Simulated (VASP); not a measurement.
Here is a VASP 6.6.1 calculation.

The input INCAR:

```
SYSTEM = Lu
PREC = Accurate
ENCUT = 600
EDIFF = 1E-6
ISMEAR = -1
SIGMA = 0.1
LREAL = .FALSE.
LASPH = .TRUE.
NELM = 100
ALGO = Normal
ISIF = 3
LWAVE = .FALSE.
LCHARG = .FALSE.
GGA = PS
IBRION = 2
NSW = 80
EDIFFG = -0.01
```

The input KPOINTS:

```
regular mesh
0
G
  11 11 11
  0 0 0
```

The input POSCAR:

```
Lu
1.0
    0.0000000000      2.4523337552      2.4523337552
    2.4523337552      0.0000000000      2.4523337552
    2.4523337552      2.4523337552      0.0000000000
Lu
1
Direct
    0.0000000000      0.0000000000      0.0000000000
```

Potentials or basis: VASP PAW PBE potentials, release 64 (Lu).

The run is started by

```console
$ cat potpaw_PBE.64/Lu/POTCAR > POTCAR
$ mpirun -np 1 vasp_std > vasp.out
```

Predict the band gap on the k mesh.

zero (an odd number of electrons rules out a gap without spin polarisation).

What does it give for the space group after relaxing (to 0.1 Å)?

Fm-3m (No. 225).

What does it give for the relaxed volume?

27.42 Å³/atom.

Final structure:
```
Lu
1.0
     0.00000    2.39345    2.39345
     2.39345    0.00000    2.39345
     2.39345    2.39345    0.00000
Lu
1
Direct
  0.00000 0.00000 0.00000
```

Caveat: the PAW data sets were made with another functional, which shifts forces and pressure a little; spin-orbit coupling is left out, which moves the levels of the heavy elements.
